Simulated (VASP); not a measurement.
# Sn3PbO4 (I4mm) in VASP: single point with PBE

Aim: the single point of Sn3PbO4 with PBE.

Program: VASP 6.6.1. These are calculated values, not measurements. Logs are shortened: lines on timing, memory, paths and dates and some standing lists are left out, and cuts for length are marked.

### Step 1. The cell of the first run

It takes space group I4mm (No. 107, tetragonal). The conventional cell has a = 5.525 Å, b = 5.525 Å, c = 10.398 Å, α = 90.00°, β = 90.00°, γ = 90.00°. Within 3.0 Å of Sn (site symmetry 4mm) lie 4 O at 2.24 Å. Within 3.0 Å of Sn (site symmetry 2mm) lie 4 O at 2.25 Å. Pb (site symmetry 4mm) has 4 O at 2.38 Å within 3.1 Å. O (site symmetry m) has 3 Sn at 2.24 to 2.25 Å and 1 Pb at 2.38 Å and 4 O at 2.71 to 2.81 Å within 3.0 Å.

### Step 2. Single point, PBE

The input, INCAR:

```
  ALGO = Normal
  EDIFF = 1E-6
  ENCUT = 600
  GGA = PE
  GGA_COMPAT = F
  ISIF = 2
  ISMEAR = 0
  LASPH = T
  LCHARG = T
  LELF = T
  LREAL = F
  LVHAR = T
  LWAVE = F
  NBANDS = 50
  NELM = 120
  PREC = Accurate
  SIGMA = 0.01
```

The input, KPOINTS:

```
k-points
0
Gamma
  8 8 8
```

The input, POSCAR:

```
Sn3PbO4
1.0
   -2.7625290052      2.7625290052      5.1992140793
    2.7625290052     -2.7625290052      5.1992140793
    2.7625290052      2.7625290052     -5.1992140793
Sn Pb O
3 1 4
Direct
    0.1422535414      0.1422535414      0.0000000000
    0.3595335338      0.8595335338      0.5000000000
    0.8595335338      0.3595335338      0.5000000000
    0.6266722559      0.6266722559      0.0000000000
    0.4985862025      0.0074173650      0.0000000000
    0.0074173650      0.4985862025      0.0000000000
    0.4985862025      0.4985862025      0.4911688376
    0.0074173650      0.0074173650      0.5088311624
```

Potentials or basis: VASP PAW PBE potentials, release 64 (Sn_d, Pb_d, O).

Command:

```console
> cat potpaw_PBE.64/Sn_d/POTCAR potpaw_PBE.64/Pb_d/POTCAR potpaw_PBE.64/O/POTCAR > POTCAR
> mpirun -np 1 vasp_std > vasp.out
```

OUTCAR:

```text
EDIFF = 1E-6
   ENCUT = 600
   GGA = PE
   ISIF = 2
   ISMEAR = 0
   LASPH = T
   LREAL = F
   NELM = 120
   PREC = Accurate

 ion  position               nearest neighbor table
   1  0.142  0.142  0.000-   5 2.24   6 2.24   7 2.24   8 2.24   3 3.57   2 3.57   2 3.57   3 3.57
                             4 3.91   4 3.91   4 3.91   4 3.91
   2  0.360  0.860  0.500-   8 2.25   5 2.25   6 2.25   7 2.25   1 3.57   1 3.57   4 3.67   4 3.67
                             4 3.92   4 3.92
   3  0.860  0.360  0.500-   8 2.25   6 2.25   5 2.25   7 2.25   1 3.57   1 3.57   4 3.67   4 3.67
                             4 3.92   4 3.92
   4  0.627  0.627  0.000-   7 2.38   8 2.38   6 2.38   5 2.38   3 3.67   2 3.67   2 3.67   3 3.67
                             1 3.91   1 3.91   1 3.91   1 3.91   2 3.92   3 3.92   2 3.92   3 3.92
   5  0.499  0.007  0.000-   1 2.24   3 2.25   2 2.25   4 2.38
   6  0.007  0.499  0.000-   1 2.24   2 2.25   3 2.25   4 2.38
   7  0.499  0.499  0.491-   1 2.24   2 2.25   3 2.25   4 2.38
   8  0.007  0.007  0.509-   1 2.24   2 2.25   3 2.25   4 2.38

  LATTYP: Found a body centered tetragonal cell.
 ALAT       =     5.5250580104
 C/A-ratio  =     1.8820486842

  Lattice vectors:

 A1 = (  -2.7625290052,   2.7625290052,   5.1992140793)
 A2 = (   2.7625290052,  -2.7625290052,   5.1992140793)
 A3 = (   2.7625290052,   2.7625290052,  -5.1992140793)

Analysis of symmetry for initial positions (statically):
=====================================================================
 Subroutine PRICEL returns:
 Original cell was already a primitive cell.

 Routine SETGRP: Setting up the symmetry group for a
 body centered tetragonal supercell.

 Subroutine GETGRP returns: Found  8 space group operations
 (whereof  8 operations were pure point group operations)
 out of a pool of 16 trial point group operations.

The static configuration has the point symmetry C_4v.

Analysis of symmetry for dynamics (positions and initial velocities):
=====================================================================
 Subroutine PRICEL returns:
 Original cell was already a primitive cell.

 Routine SETGRP: Setting up the symmetry group for a
 body centered tetragonal supercell.

 Subroutine GETGRP returns: Found  8 space group operations
 (whereof  8 operations were pure point group operations)
 out of a pool of 16 trial point group operations.

The dynamic configuration has the point symmetry C_4v.

 Subroutine INISYM returns: Found  8 space group operations
 (whereof  8 operations are pure point group operations),
 and found     1 'primitive' translations

----------------------------------------------------------------------------------------

                                     Primitive cell

  volume of cell :     158.7126

  direct lattice vectors                    reciprocal lattice vectors
    -2.762529005  2.762529005  5.199214079     0.000000000  0.180993575  0.096168381
     2.762529005 -2.762529005  5.199214079     0.180993575  0.000000000  0.096168381
     2.762529005  2.762529005 -5.199214079     0.180993575  0.180993575  0.000000000

  length of vectors
     6.503457546  6.503457546  6.503457546     0.204956170  0.204956170  0.255963568

  position of ions in fractional coordinates (direct lattice)
     0.142253541  0.142253541  0.000000000
     0.359533534  0.859533534  0.500000000
     0.859533534  0.359533534  0.500000000
     0.626672256  0.626672256  0.000000000
     0.498586203  0.007417365  0.000000000
     0.007417365  0.498586203  0.000000000
     0.498586203  0.498586203  0.491168838
     0.007417365  0.007417365  0.508831162

  ion indices of the primitive-cell ions
   primitive index   ion index
                 1           1
                 2           2
                 3           3
                 4           4
                 5           5
                 6           6
                 7           7
                 8           8

----------------------------------------------------------------------------------------

 KPOINTS: k-points

Automatic generation of k-mesh.
 Grid dimensions read from file:
 generate k-points for:    8    8    8

 Generating k-lattice:

  Cartesian coordinates                     Fractional coordinates (reciprocal lattice)
     0.000000000  0.022624197  0.012021048     0.125000000  0.000000000 -0.000000000
     0.022624197  0.000000000  0.012021048     0.000000000  0.125000000 -0.000000000
     0.022624197  0.022624197  0.000000000     0.000000000  0.000000000  0.125000000

  Length of vectors
     0.025619521  0.025619521  0.031995446

  Shift w.r.t. Gamma in fractional coordinates (k-lattice)
     0.000000000  0.000000000  0.000000000

 Subroutine IBZKPT returns following result:
 ===========================================

 Found     59 irreducible k-points:

 Following reciprocal coordinates:
            Coordinates               Weight
  0.000000  0.000000  0.000000      1.000000
  0.125000  0.000000 -0.000000      8.000000
  0.250000  0.000000 -0.000000      8.000000
  0.375000  0.000000  0.000000      8.000000
  0.500000  0.000000 -0.000000      4.000000
  0.125000  0.125000 -0.000000      8.000000
[... 16 lines left out ...]
  0.250000  0.125000  0.125000     16.000000
  0.375000  0.125000  0.125000      8.000000
 [... further k-points ...]
   k-points           NKPTS =     59   k-points in BZ     NKDIM =     59   number of bands    NBANDS=     50
   number of dos      NEDOS =    301   number of ions     NIONS =      8
   total plane-waves  NPLWV = 157464
   dimension x,y,z NGX =    54 NGY =   54 NGZ =   54
   dimension x,y,z NGXF=   108 NGYF=  108 NGZF=  108
   ions per type =               3   1   4
   NGX,Y,Z   is equivalent  to a cutoff of  13.80, 13.80, 13.80 a.u.
   NGXF,Y,Z  is equivalent  to a cutoff of  27.61, 27.61, 27.61 a.u.
 SYSTEM =  unknown system
   PREC   = accura    normal or accurate (medium, high low for compatibility)
   ISTART =      0    job   : 0-new  1-cont  2-samecut
   ICHARG =      2    charge: 1-file 2-atom 10-const
   ISPIN  =      1    spin polarized calculation?
   LNONCOLLINEAR =      F non collinear calculations
   LSORBIT =      F    spin-orbit coupling
   LASPH  =      T    aspherical Exc in radial PAW
   ENCUT  =  600.0 eV  44.10 Ry    6.64 a.u.  12.99 12.99 12.99*2*pi/ulx,y,z
   NELM   =    120;   NELMIN=  2; NELMDL= -5     # of ELM steps
   EDIFF  = 0.1E-05   stopping-criterion for ELM
   LREAL  =      F    real-space projection
   EDIFFG = 0.1E-04   stopping-criterion for IOM
   NSW    =      0    number of steps for IOM
   IBRION =     -1    ionic relax: 0-MD 1-quasi-New 2-CG
   NFREE  =      0    steps in history (QN), initial steepest desc. (CG)
   ISIF   =      2    stress and relaxation
   ISYM   =      2    0-nonsym 1-usesym 2-fastsym
   POTIM  = 0.5000    time-step for ionic-motion
   TEBEG  =    0.0;   TEEND  =   0.0 temperature during run
   PSTRESS=    0.0 pullay stress
   NELECT =      80.0000    total number of electrons
   NUPDOWN=      -1.0000    fix difference up-down
   EMIN   =  10.00;   EMAX   =-10.00  energy-range for DOS
   EFERMI =   0.00;   METHOD = LEGACY
   ISMEAR =     0;   SIGMA  =   0.01  broadening in eV -4-tet -1-fermi 0-gaus
   EFERMI_NEDOS =   21; number of points for ismear=-14 and -15
   IALGO  =     38    algorithm
   IMIX   =      4    mixing-type and parameters
     AMIX     =   0.40;   BMIX     =  1.00
     AMIX_MAG =   1.60;   BMIX_MAG =  1.00
  volume/ion in A,a.u.               =      19.84       133.88
  Fermi-wavevector in a.u.,A,eV,Ry     =   1.302870  2.462067 23.095479  1.697470
  Thomas-Fermi vector in A             =   2.433909
   LORBIT       =      0    0 simple, 1 ext, 2 COOP (PROOUT), +10 PAW based schemes
   GGA     = PE    functional components
   LHFCALC =     F    Hartree Fock is set to
   AEXX    =    0.0000 exact exchange contribution
   IVDW    =     0    specifies the selected vdW correction
   LEPSILON=     F    determine dielectric tensor
   LRPA    =     F    only Hartree local field effects (RPA)
 non-spin polarized calculation
 Gauss-broadening in eV      SIGMA  =   0.01
  energy-cutoff  :      600.00
  volume of cell :      158.71
 maximum number of plane-waves:      5330
 NGX is ok and might be reduce to    54
   NGX = 25   NGY = 25   NGZ = 25

 number of electron      80.0000004 magnetization

 Free energy of the ion-electron system (eV)
  ---------------------------------------------------
  ext. energy  EPLUGINS =         0.00000000
  ---------------------------------------------------
  free energy    TOTEN  =       -44.93496501 eV

  energy without entropy =      -44.93496501  energy(sigma->0) =      -44.93496501

 E-fermi :   5.6839     XC(G=0):  -9.6352

 val. band max:        5.5939026709   @ k =   0.0000   0.0000   0.0000
 cond. band min:       6.3517157341   @ k =   0.5000   0.5000   0.5000
 fundamental gap:      0.7578130632
 Fermi energy:         5.6838675711

 k-point     1 :       0.0000    0.0000    0.0000
  band No.  band energies     occupation
      1     -15.8533      2.00000
      2     -15.7660      2.00000
      3     -15.7660      2.00000
      4     -15.5585      2.00000
      5     -15.5492      2.00000
      6     -15.5492      2.00000
[... 42 lines left out ...]
     49      11.0005      0.00000
     50      11.1424      0.00000

 k-point     2 :       0.1250    0.0000   -0.0000
  band No.  band energies     occupation
      1     -15.8492      2.00000
      2     -15.7686      2.00000
      3     -15.7598      2.00000
      4     -15.5612      2.00000
      5     -15.5567      2.00000
      6     -15.5510      2.00000
[... 42 lines left out ...]
     49      11.0275      0.00000
     50      11.2912      0.00000

 k-point     3 :       0.2500    0.0000   -0.0000
  band No.  band energies     occupation
      1     -15.8380      2.00000
      2     -15.7763      2.00000
      3     -15.7413      2.00000
      4     -15.5856      2.00000
      5     -15.5556      2.00000
      6     -15.5554      2.00000
[... 1102 lines left out ...]
     49      11.4544      0.00000
     50      11.7939      0.00000

 k-point    24 :       0.3750    0.1250    0.1250
  band No.  band energies     occupation
      1     -15.7946      2.00000
      2     -15.7865      2.00000
      3     -15.7120      2.00000
      4     -15.6778      2.00000
      5     -15.5599      2.00000
      6     -15.5498      2.00000
[... 42 lines left out ...]
     49      11.5369      0.00000
     50      11.6290      0.00000

 [... further k-points ...]
[... 5 lines left out ...]
  --------------------------------------------------------------------------------------
  -------------------------------------------------------------------------------------
  Total        0.0945612      0.0945612      0.1078756      0.0000000      0.0000000      0.0000000
  in kB        0.9545795      0.9545795      1.0889860      0.0000000      0.0000000      0.0000000
  external PRESSURE =       0.9993817 kB  Pullay stress =       0.0000000 kB

 VOLUME and BASIS-vectors are now :
 -----------------------------------------------------------------------------
  energy-cutoff  :      600.00
  volume of cell :      158.71
      direct lattice vectors                 reciprocal lattice vectors
    -2.762529005  2.762529005  5.199214079     0.000000000  0.180993575  0.096168381
     2.762529005 -2.762529005  5.199214079     0.180993575  0.000000000  0.096168381
     2.762529005  2.762529005 -5.199214079     0.180993575  0.180993575  0.000000000

 POSITION                                       TOTAL-FORCE (eV/Angst)
 -----------------------------------------------------------------------------------
      0.00000      0.00000      1.47921         0.000000      0.000000     -0.076509
      2.76253      0.00000      3.73858        -0.000000      0.000000      0.070133
      0.00000      2.76253      3.73858         0.000000     -0.000000      0.070133
      0.00000      0.00000      6.51641         0.000000     -0.000000     -0.042708
     -1.35687      1.35687      2.63082        -0.003782      0.003782     -0.005262
      1.35687     -1.35687      2.63082         0.003782     -0.003782     -0.005262
      1.35687      1.35687      2.63082         0.003782      0.003782     -0.005262
      1.40566      1.40566     -2.56839        -0.003782     -0.003782     -0.005262
 -----------------------------------------------------------------------------------
    total drift:                               -0.000003     -0.000003     -0.000654

  FREE ENERGIE OF THE ION-ELECTRON SYSTEM (eV)
  ---------------------------------------------------
  free  energy   TOTEN  =       -44.9349650067 eV

  energy  without entropy=      -44.9349650067  energy(sigma->0) =      -44.93496501
```

Wall time 33 min (1 thread of Intel Xeon 8259CL, shared host); peak memory 0.72 GiB.

What came out:

```
Free energy            : -44.9350 eV
Pressure               : 0.1 GPa
Largest force          : 0.077 eV/Å
Band gap on the k mesh : 0.76 eV (least direct gap 1.84 eV)
```

Forces on the atoms (eV/Å):
```
Sn   0.000  0.000 -0.077
Sn   0.000  0.000  0.070
Sn   0.000  0.000  0.070
Pb   0.000  0.000 -0.043
O   -0.004  0.004 -0.005
O    0.004 -0.004 -0.005
O    0.004  0.004 -0.005
O   -0.004 -0.004 -0.005
```

Caveat: spin-orbit coupling is left out, which moves the levels of the heavy elements.
